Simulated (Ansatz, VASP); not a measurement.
Sb3Au: VASP beside Ansatz

```
Sb Au
1.0
    -3.04000    3.04000    3.07040
     3.04000   -3.04000    3.07040
     3.04000    3.04000   -3.07040
Sb Au
3 1
Direct
  0.00000 0.50000 0.50000
  0.50000 0.00000 0.50000
  0.50000 0.50000 0.00000
  0.00000 0.00000 0.00000
```

Change from the starting cell: zz strain of +1 %.

Alike in both runs: task single point; functional LDA; k mesh 10 × 10 × 10; occupations fermi-dirac, width 0.05 eV; no spin polarisation.

|  | VASP | Ansatz |
| --- | --- | --- |
| version | VASP 6.6.1 | Ansatz 0.2.0 |
| potentials or method | VASP PAW LDA potentials, release 64 (Sb, Au), cutoff 520 eV | all-electron LAPW, scalar-relativistic |

```tsv
	VASP	Ansatz	Ansatz less VASP
pressure (GPa)	-8.1	-8.2	-0.08
traceless stress, the component that is largest in VASP (GPa)	-0.46	-0.45	+0.008
```

LDA's correlation is that of Perdew and Zunger in VASP and of Perdew and Wang (1992) in Ansatz. Ansatz ran all-electron here, and VASP with PAW potentials.

Neither program's run includes spin-orbit coupling.
